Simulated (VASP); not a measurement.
# SnSe (Fm-3m) in VASP: notebook

SnSe is run at these levels: PBE+D3(BJ); tasks: single point.

All numbers are computed with VASP 6.6.1; they aren't measurements. Logs are shortened: lines on timing, memory, paths and dates and some standing lists are left out, and cuts for length are marked.

## (1) The cell of the first run

It takes space group Fm-3m (No. 225, cubic). The conventional cell has a = 6.037 Å, b = 6.037 Å, c = 6.037 Å, α = 90.00°, β = 90.00°, γ = 90.00°. Sn (site symmetry m-3m) has 6 Se at 3.02 Å within 4.0 Å. Se (site symmetry m-3m) has 6 Sn at 3.02 Å within 4.0 Å.

## (2) Single point, PBE+D3(BJ) (volume scaled by 1.03)

File INCAR:

```
SYSTEM = SnSe
  PREC = Accurate
  ENCUT = 520
  EDIFF = 1E-6
  ISMEAR = 0
  SIGMA = 0.02
  LREAL = .False.
  LASPH = .True.
  NELM = 80
  ALGO = Normal
  ISIF = 2
  LWAVE = .False.
  LCHARG = .False.
  GGA = PE
  IVDW = 12
  NBANDS = 17
```

File KPOINTS:

```
regular mesh
0
Gamma
  10 10 10
  0 0 0
```

File POSCAR:

```
SnSe
1.0
    0.0000000000      3.0183625324      3.0183625324
    3.0183625324      0.0000000000      3.0183625324
    3.0183625324      3.0183625324      0.0000000000
Sn Se
1 1
Direct
    0.0000000000      0.0000000000      0.0000000000
    0.5000000000      0.5000000000      0.5000000000
```

Potentials or basis: VASP PAW PBE potentials, release 64 (Sn_d, Se).

Launch:

```sh
$ cat potpaw_PBE.64/Sn_d/POTCAR potpaw_PBE.64/Se/POTCAR > POTCAR
$ mpirun -np 1 vasp_std > vasp.out
```

OUTCAR:

```text
SYSTEM = SnSe
   PREC = Accurate
   ENCUT = 520
   EDIFF = 1E-6
   ISMEAR = 0
   LREAL = .False.
   LASPH = .True.
   NELM = 80
   ISIF = 2
   GGA = PE
   IVDW = 12
 IVDW          = 12

 ion  position               nearest neighbor table
   1  0.000  0.000  0.000-   2 3.02   2 3.02   2 3.02   2 3.02   2 3.02   2 3.02
   2  0.500  0.500  0.500-   1 3.02   1 3.02   1 3.02   1 3.02   1 3.02   1 3.02

  LATTYP: Found a face centered cubic cell.
 ALAT       =     6.0367250648

  Lattice vectors:

 A1 = (   0.0000000000,   3.0183625324,   3.0183625324)
 A2 = (   3.0183625324,   0.0000000000,   3.0183625324)
 A3 = (   3.0183625324,   3.0183625324,   0.0000000000)

Analysis of symmetry for initial positions (statically):
=====================================================================
 Subroutine PRICEL returns:
 Original cell was already a primitive cell.

 Routine SETGRP: Setting up the symmetry group for a
 face centered cubic supercell.

 Subroutine GETGRP returns: Found 48 space group operations
 (whereof 48 operations were pure point group operations)
 out of a pool of 48 trial point group operations.

The static configuration has the point symmetry O_h .

Analysis of symmetry for dynamics (positions and initial velocities):
=====================================================================
 Subroutine PRICEL returns:
 Original cell was already a primitive cell.

 Routine SETGRP: Setting up the symmetry group for a
 face centered cubic supercell.

 Subroutine GETGRP returns: Found 48 space group operations
 (whereof 48 operations were pure point group operations)
 out of a pool of 48 trial point group operations.

The dynamic configuration has the point symmetry O_h .

 Subroutine INISYM returns: Found 48 space group operations
 (whereof 48 operations are pure point group operations),
 and found     1 'primitive' translations

----------------------------------------------------------------------------------------

                                     Primitive cell

  volume of cell :      54.9977

  direct lattice vectors                    reciprocal lattice vectors
     0.000000000  3.018362532  3.018362532    -0.165652732  0.165652732  0.165652732
     3.018362532  0.000000000  3.018362532     0.165652732 -0.165652732  0.165652732
     3.018362532  3.018362532  0.000000000     0.165652732  0.165652732 -0.165652732

  length of vectors
     4.268609229  4.268609229  4.268609229     0.286918948  0.286918948  0.286918948

  position of ions in fractional coordinates (direct lattice)
     0.000000000  0.000000000  0.000000000
     0.500000000  0.500000000  0.500000000

  ion indices of the primitive-cell ions
   primitive index   ion index
                 1           1
                 2           2

----------------------------------------------------------------------------------------

 KPOINTS: regular mesh

Automatic generation of k-mesh.
 Grid dimensions read from file:
 generate k-points for:   10   10   10

 Generating k-lattice:

  Cartesian coordinates                     Fractional coordinates (reciprocal lattice)
    -0.016565273  0.016565273  0.016565273     0.100000000  0.000000000  0.000000000
     0.016565273 -0.016565273  0.016565273     0.000000000  0.100000000  0.000000000
     0.016565273  0.016565273 -0.016565273     0.000000000  0.000000000  0.100000000

  Length of vectors
     0.028691895  0.028691895  0.028691895

  Shift w.r.t. Gamma in fractional coordinates (k-lattice)
     0.000000000  0.000000000  0.000000000

 Subroutine IBZKPT returns following result:
 ===========================================

 Found     47 irreducible k-points:

 Following reciprocal coordinates:
            Coordinates               Weight
  0.000000  0.000000  0.000000      1.000000
  0.100000  0.000000  0.000000      8.000000
  0.200000  0.000000  0.000000      8.000000
  0.300000  0.000000  0.000000      8.000000
  0.400000  0.000000  0.000000      8.000000
  0.500000  0.000000  0.000000      4.000000
[... 16 lines left out ...]
  0.300000  0.300000  0.000000      6.000000
  0.400000  0.300000  0.000000     24.000000
 [... further k-points ...]
   k-points           NKPTS =     47   k-points in BZ     NKDIM =     47   number of bands    NBANDS=     17
   number of dos      NEDOS =    301   number of ions     NIONS =      2
   total plane-waves  NPLWV =  32768
   dimension x,y,z NGX =    32 NGY =   32 NGZ =   32
   dimension x,y,z NGXF=    64 NGYF=   64 NGZF=   64
   ions per type =               1   1
   NGX,Y,Z   is equivalent  to a cutoff of  12.46, 12.46, 12.46 a.u.
   NGXF,Y,Z  is equivalent  to a cutoff of  24.93, 24.93, 24.93 a.u.
 SYSTEM =  SnSe
   PREC   = accura    normal or accurate (medium, high low for compatibility)
   ISTART =      0    job   : 0-new  1-cont  2-samecut
   ICHARG =      2    charge: 1-file 2-atom 10-const
   ISPIN  =      1    spin polarized calculation?
   LNONCOLLINEAR =      F non collinear calculations
   LSORBIT =      F    spin-orbit coupling
   LASPH  =      T    aspherical Exc in radial PAW
   ENCUT  =  520.0 eV  38.22 Ry    6.18 a.u.   7.94  7.94  7.94*2*pi/ulx,y,z
   NELM   =     80;   NELMIN=  2; NELMDL= -5     # of ELM steps
   EDIFF  = 0.1E-05   stopping-criterion for ELM
   LREAL  =      F    real-space projection
   EDIFFG = 0.1E-04   stopping-criterion for IOM
   NSW    =      0    number of steps for IOM
   IBRION =     -1    ionic relax: 0-MD 1-quasi-New 2-CG
   NFREE  =      0    steps in history (QN), initial steepest desc. (CG)
   ISIF   =      2    stress and relaxation
   ISYM   =      2    0-nonsym 1-usesym 2-fastsym
   POTIM  = 0.5000    time-step for ionic-motion
   TEBEG  =    0.0;   TEEND  =   0.0 temperature during run
   PSTRESS=    0.0 pullay stress
   NELECT =      20.0000    total number of electrons
   NUPDOWN=      -1.0000    fix difference up-down
   EMIN   =  10.00;   EMAX   =-10.00  energy-range for DOS
   EFERMI =   0.00;   METHOD = LEGACY
   ISMEAR =     0;   SIGMA  =   0.02  broadening in eV -4-tet -1-fermi 0-gaus
   EFERMI_NEDOS =   21; number of points for ismear=-14 and -15
   IALGO  =     38    algorithm
   IMIX   =      4    mixing-type and parameters
     AMIX     =   0.40;   BMIX     =  1.00
     AMIX_MAG =   1.60;   BMIX_MAG =  1.00
  volume/ion in A,a.u.               =      27.50       185.57
  Fermi-wavevector in a.u.,A,eV,Ry     =   1.168522  2.208186 18.577978  1.365443
  Thomas-Fermi vector in A             =   2.305007
   LORBIT       =      0    0 simple, 1 ext, 2 COOP (PROOUT), +10 PAW based schemes
   GGA     = PE    functional components
   LHFCALC =     F    Hartree Fock is set to
   AEXX    =    0.0000 exact exchange contribution
   IVDW    =    12    specifies the selected vdW correction
   LEPSILON=     F    determine dielectric tensor
   LRPA    =     F    only Hartree local field effects (RPA)
 non-spin polarized calculation
 Gauss-broadening in eV      SIGMA  =   0.02
  energy-cutoff  :      520.00
  volume of cell :       55.00
 maximum number of plane-waves:      1494
   NGX = 15   NGY = 15   NGZ = 15

 number of electron      20.0000003 magnetization

 Free energy of the ion-electron system (eV)
  ---------------------------------------------------
  ext. energy  EPLUGINS =         0.00000000
  ---------------------------------------------------
  free energy    TOTEN  =        -8.21559945 eV

  energy without entropy =       -8.21559945  energy(sigma->0) =       -8.21559945

 E-fermi :   5.6075     XC(G=0):  -9.5594

 val. band max:        5.5003451695   @ k =   0.5000   0.0000   0.0000
 cond. band min:       5.9973273157   @ k =  -0.4000   0.1000   0.0000
 fundamental gap:      0.4969821462
 Fermi energy:         5.6074683196

 k-point     1 :       0.0000    0.0000    0.0000
  band No.  band energies     occupation
      1     -16.1103      2.00000
      2     -16.1103      2.00000
      3     -16.1103      2.00000
      4     -16.1077      2.00000
      5     -16.1077      2.00000
      6      -8.3099      2.00000
[... 9 lines left out ...]
     16      11.3736      0.00000
     17      13.6437      0.00000

 k-point     2 :       0.1000    0.0000    0.0000
  band No.  band energies     occupation
      1     -16.1101      2.00000
      2     -16.1098      2.00000
      3     -16.1098      2.00000
      4     -16.1077      2.00000
      5     -16.1077      2.00000
      6      -8.2405      2.00000
[... 9 lines left out ...]
     16      11.6155      0.00000
     17      14.3241      0.00000

 k-point     3 :       0.2000    0.0000    0.0000
  band No.  band energies     occupation
      1     -16.1110      2.00000
      2     -16.1110      2.00000
      3     -16.1095      2.00000
      4     -16.1053      2.00000
      5     -16.1053      2.00000
      6      -8.0456      2.00000
[... 9 lines left out ...]
     16      12.2457      0.00000
     17      15.8621      0.00000

 k-point     4 :       0.3000    0.0000    0.0000
  band No.  band energies     occupation
      1     -16.1132      2.00000
      2     -16.1132      2.00000
      3     -16.1087      2.00000
      4     -16.1016      2.00000
      5     -16.1016      2.00000
      6      -7.7705      2.00000
[... 9 lines left out ...]
     16      13.2221      0.00000
     17      17.3630      0.00000

 k-point     5 :       0.4000    0.0000    0.0000
  band No.  band energies     occupation
      1     -16.1151      2.00000
      2     -16.1151      2.00000
      3     -16.1081      2.00000
      4     -16.0985      2.00000
      5     -16.0985      2.00000
      6      -7.5086      2.00000
[... 9 lines left out ...]
     16      14.5020      0.00000
     17      16.5479      0.00000

 k-point     6 :       0.5000    0.0000    0.0000
  band No.  band energies     occupation
      1     -16.1158      2.00000
      2     -16.1158      2.00000
      3     -16.1079      2.00000
      4     -16.0973      2.00000
      5     -16.0973      2.00000
      6      -7.3956      2.00000
[... 9 lines left out ...]
     16      15.6924      0.00000
     17      15.6924      0.00000

 k-point     7 :       0.1000    0.1000    0.0000
  band No.  band energies     occupation
      1     -16.1109      2.00000
      2     -16.1094      2.00000
      3     -16.1087      2.00000
      4     -16.1087      2.00000
      5     -16.1070      2.00000
      6      -8.2174      2.00000
[... 9 lines left out ...]
     16      12.0626      0.00000
     17      13.7724      0.00000

 k-point     8 :       0.2000    0.1000    0.0000
  band No.  band energies     occupation
      1     -16.1118      2.00000
      2     -16.1107      2.00000
      3     -16.1087      2.00000
      4     -16.1066      2.00000
      5     -16.1048      2.00000
      6      -8.0642      2.00000
[... 9 lines left out ...]
     16      12.7486      0.00000
     17      14.6021      0.00000
[... 203 lines left out ...]
      1     -16.1211      2.00000
      2     -16.1100      2.00000
      3     -16.1079      2.00000
      4     -16.1002      2.00000
      5     -16.0965      2.00000
      6      -7.3120      2.00000
[... 9 lines left out ...]
     16      15.9662      0.00000
     17      16.4598      0.00000

 k-point    20 :      -0.4000    0.2000    0.0000
  band No.  band energies     occupation
      1     -16.1196      2.00000
      2     -16.1115      2.00000
      3     -16.1055      2.00000
      4     -16.1006      2.00000
      5     -16.0979      2.00000
      6      -7.2833      2.00000
[... 9 lines left out ...]
     16      14.5133      0.00000
     17      17.2359      0.00000

 k-point    21 :      -0.3000    0.2000    0.0000
  band No.  band energies     occupation
      1     -16.1168      2.00000
      2     -16.1121      2.00000
      3     -16.1060      2.00000
      4     -16.1010      2.00000
      5     -16.1003      2.00000
      6      -7.4352      2.00000
[... 9 lines left out ...]
     16      14.7891      0.00000
     17      16.2287      0.00000

 k-point    22 :      -0.2000    0.2000    0.0000
  band No.  band energies     occupation
      1     -16.1137      2.00000
      2     -16.1119      2.00000
      3     -16.1079      2.00000
      4     -16.1042      2.00000
      5     -16.1004      2.00000
      6      -7.6788      2.00000
[... 9 lines left out ...]
     16      14.8857      0.00000
     17      15.2670      0.00000

 k-point    23 :       0.3000    0.3000    0.0000
  band No.  band energies     occupation
      1     -16.1232      2.00000
      2     -16.1144      2.00000
      3     -16.1029      2.00000
      4     -16.0994      2.00000
      5     -16.0994      2.00000
      6      -7.5967      2.00000
[... 9 lines left out ...]
     16      15.6629      0.00000
     17      15.7089      0.00000

 k-point    24 :       0.4000    0.3000    0.0000
  band No.  band energies     occupation
      1     -16.1265      2.00000
      2     -16.1142      2.00000
      3     -16.1033      2.00000
      4     -16.0975      2.00000
      5     -16.0966      2.00000
      6      -7.3978      2.00000
[... 9 lines left out ...]
     16      16.1396      0.00000
     17      16.8303      0.00000

 [... further k-points ...]

------------------------ aborting loop because EDIFF is reached ----------------------------------------

 Edisp (eV)   -0.70057

 E8    (eV) :    -0.3158

  FORCE on cell =-STRESS in cart. coord.  units (eV):
  Direction    XX          YY          ZZ          XY          YZ          ZX
  --------------------------------------------------------------------------------------
  -------------------------------------------------------------------------------------
  Total      -0.52003    -0.52003    -0.52003     0.00000     0.00000    -0.00000
  in kB     -15.14945   -15.14945   -15.14945     0.00000     0.00000    -0.00000
  external pressure =      -15.15 kB  Pullay stress =        0.00 kB

 VOLUME and BASIS-vectors are now :
 -----------------------------------------------------------------------------
  energy-cutoff  :      520.00
  volume of cell :       55.00
      direct lattice vectors                 reciprocal lattice vectors
     0.000000000  3.018362532  3.018362532    -0.165652732  0.165652732  0.165652732
     3.018362532  0.000000000  3.018362532     0.165652732 -0.165652732  0.165652732
     3.018362532  3.018362532  0.000000000     0.165652732  0.165652732 -0.165652732

 POSITION                                       TOTAL-FORCE (eV/Angst)
 -----------------------------------------------------------------------------------
      0.00000      0.00000      0.00000         0.000000      0.000000     -0.000000
      3.01836      3.01836      3.01836        -0.000000     -0.000000      0.000000
 -----------------------------------------------------------------------------------
    total drift:                                0.000000     -0.000000     -0.000000

  FREE ENERGIE OF THE ION-ELECTRON SYSTEM (eV)
  ---------------------------------------------------
  free  energy   TOTEN  =        -8.9161683221 eV

  energy  without entropy=       -8.9161683221  energy(sigma->0) =       -8.91616832
```

Wall time 14 s (1 thread of Intel Xeon 6975P-C (Granite Rapids), shared host); peak memory 0.2 GiB.

Results:

```
Free energy                : -8.9162 eV
Pressure                   : -1.5 GPa
Band gap on the k mesh     : 0.50 eV, indirect (least direct gap 0.55 eV)
Dispersion energy per atom : -0.350 eV
```

Levels at points of the mesh, in eV from the valence-band top:
```tsv
k point	band 7	band 8	band 9	band 10	band 11	band 12	band 13	band 14
(0.00, 0.00, 0.00)	-5.10	-2.17	-2.17	-2.17	4.28	4.28	4.28	5.87
(0.50, 0.00, 0.00)	-8.01	-1.92	-1.92	0.00	0.55	1.25	1.25	8.23
(0.50, 0.50, 0.00)	-6.01	-5.41	-3.60	-3.60	3.05	5.30	5.30	5.92
```

Caveat: spin-orbit coupling is left out, which moves the levels of the heavy elements.

## (3) Single point, PBE+D3(BJ) (volume scaled by 1.06)

File INCAR:

```
  ALGO = Normal
  EDIFF = 1E-6
  ENCUT = 520
  GGA = PE
  ISIF = 2
  ISMEAR = 0
  IVDW = 12
  LASPH = T
  LCHARG = T
  LELF = T
  LREAL = F
  LVHAR = T
  LWAVE = F
  NBANDS = 17
  NELM = 60
  PREC = Accurate
  SIGMA = 0.02
```

File KPOINTS:

```
k-points
0
Gamma
  10 10 10
```

File POSCAR:

```
SnSe
1.0
    0.0000000000      3.0473870296      3.0473870296
    3.0473870296      0.0000000000      3.0473870296
    3.0473870296      3.0473870296      0.0000000000
Sn Se
1 1
Direct
    0.0000000000      0.0000000000      0.0000000000
    0.5000000000      0.5000000000      0.5000000000
```

Potentials or basis: VASP PAW PBE potentials, release 64 (Sn_d, Se).

Launch:

```sh
$ cat potpaw_PBE.64/Sn_d/POTCAR potpaw_PBE.64/Se/POTCAR > POTCAR
$ mpirun -np 1 vasp_std > vasp.out
```

It took 17 s on 1 thread of Intel Xeon 6975P-C (Granite Rapids), shared host; peak memory 0.21 GiB.

Results (log left out):

```
Free energy                : -8.8951 eV
Pressure                   : -2.7 GPa
Band gap on the k mesh     : 0.43 eV, direct
Dispersion energy per atom : -0.340 eV
```

Levels at points of the mesh, in eV from the valence-band top:
| k point | band 6 | band 7 | band 8 | band 9 | band 10 | band 11 | band 12 | band 13 | band 14 | band 15 |
| --- | --- | --- | --- | --- | --- | --- | --- | --- | --- | --- |
| (0.00, 0.00, 0.00) | -13.64 | -5.20 | -2.10 | -2.10 | -2.10 | 4.16 | 4.16 | 4.16 | 5.89 | 5.89 |
| (0.50, 0.00, 0.00) | -12.79 | -7.89 | -1.87 | -1.87 | 0.00 | 0.43 | 1.25 | 1.25 | 8.13 | 9.95 |
| (0.50, 0.50, 0.00) | -12.54 | -6.03 | -5.23 | -3.48 | -3.48 | 3.13 | 5.12 | 5.12 | 5.72 | 10.31 |

Caveat: spin-orbit coupling is left out, which moves the levels of the heavy elements.
